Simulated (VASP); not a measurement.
A run of VASP 6.6.1 is set up as follows.

The input INCAR:

```
SYSTEM = InP
PREC     = Accurate       ! precision mode
ENCUT    = 500            ! plane-wave cutoff, eV
EDIFF    = 1E-6           ! SCF threshold, eV
ISMEAR   = 0              ! smearing method
SIGMA    = 0.05           ! smearing width, eV
LREAL    = .FALSE.        ! projectors in reciprocal space
LASPH    = .TRUE.         ! aspherical terms in the spheres
NELM     = 120            ! most SCF steps
ALGO     = Normal         ! electronic algorithm
ISIF     = 2              ! what is computed and relaxed
LWAVE    = .FALSE.        ! write WAVECAR
LCHARG   = .FALSE.        ! write CHGCAR
NBANDS   = 16             ! bands
GGA_COMPAT= .FALSE.
```

The input KPOINTS:

```
Automatic mesh
0
G
  4 4 4
  0 0 0
```

Contents of POSCAR:

```
InP
1.0
    0.0000000000      2.8832256042      3.0273868844
    2.8832256042      0.0000000000      3.0273868844
    2.8832256042      2.8832256042      0.0000000000
In P
1 1
Direct
    0.0000000000      0.0000000000      0.0000000000
    0.7500000000      0.7500000000      0.7500000000
```

Potentials or basis: VASP PAW LDA potentials, release 64 (In_d, P).

Run with:

```sh
$ cat potpaw_LDA.64/In_d/POTCAR potpaw_LDA.64/P/POTCAR > POTCAR
$ mpirun -np 1 vasp_std > vasp.out
```

Task: Predict the pressure.

Result: -1.1 GPa.

Task: Predict the band gap on the k mesh.

Result: 0.39 eV, direct.

Stress tensor (GPa, compression positive):
```
-0.26  0.00  0.00
 0.00 -0.26  0.00
 0.00  0.00 -2.70
```

Caveat: the k points lie up to 0.46 Å⁻¹ apart; spin-orbit coupling is left out, which moves the levels of the heavy elements.
